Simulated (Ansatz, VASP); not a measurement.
SnSe2: VASP beside Ansatz

File INCAR:

```
ALGO = Normal ; EDIFF = 1E-6
ENCUT = 500 ; GGA = PE
GGA_COMPAT = F ; ISIF = 2
ISMEAR = 0 ; IVDW = 12
LASPH = T ; LCHARG = F
LREAL = F ; LWAVE = F
NBANDS = 20 ; NELM = 120
PREC = Accurate ; SIGMA = 0.03
```

Contents of KPOINTS:

```
k-points
0
Gamma
  12 12 6
```

POSCAR

```
SnSe2
1.0
    3.4100185513      0.0000000000      0.0000000000
   -1.7050092757      2.9531626928      0.0000000000
    0.0000000000      0.0000000000      6.4019688282
Sn Se
1 2
Direct
    0.0000000000      0.0000000000      0.0000000000
    0.3333333333      0.6666666667      0.2651331237
    0.6666666667      0.3333333333      0.7348668763
```

Input for Ansatz:

```yaml
crystal:
  lattice:
    - [3.4100185513, 0.0, 0.0]
    - [-1.7050092757, 2.9531626928, 0.0]
    - [0.0, 0.0, 6.4019688282]
  atoms:
    - { symbol: Sn, position: [0.0, 0.0, 0.0] }
    - { symbol: Se, position: [0.3333333333, 0.6666666667, 0.2651331237] }
    - { symbol: Se, position: [0.6666666667, 0.3333333333, 0.7348668763] }
basis:
  ecutwfc: 420
kpoints:
  mp_grid: { grid: [12, 12, 6] }
hamiltonian:
  xc: pbe
  dispersion: d3bj
scf:
  occupations: { method: gaussian, width: 0.03 }
output:
  forces: true
  stress: true
  eigenvalues: true
  write_density: true
  write_potential: true
  elf: true
  volumetric_format: npy
```

Alike in both runs: task single point; functional PBE; dispersion D3(BJ); k mesh 12 × 12 × 6; occupations gaussian, width 0.03 eV; no spin polarisation.

|  | VASP | Ansatz |
| --- | --- | --- |
| version | VASP 6.6.1 | Ansatz 0.2.0 |
| potentials or method | VASP PAW PBE potentials, release 64 (Sn_d, Se), cutoff 500 eV | scalar-relativistic, plane waves, PAW |
| valence electrons in the cell | 26 | 46 |

|  | VASP | Ansatz | Ansatz less VASP |
| --- | --- | --- | --- |
| gap on the k mesh at the Fermi level (eV) | none | none | - |
| pressure (GPa) | 17.7 | 17.5 | -0.16 |
| traceless stress, the component that is largest in VASP (GPa) | -12.05 | -12.11 | -0.064 |
| rms of the force components (eV/Å) | 0.315 | 0.301 | -0.0132 |

Atom by atom the forces differ by 0.013 eV/Å (rms over components). A gap of «none» marks a metal or a gap that the smearing closes. VASP's potentials hold 26 valence electrons a cell and Ansatz's 46, so a difference there can come from the potentials and not from the codes.
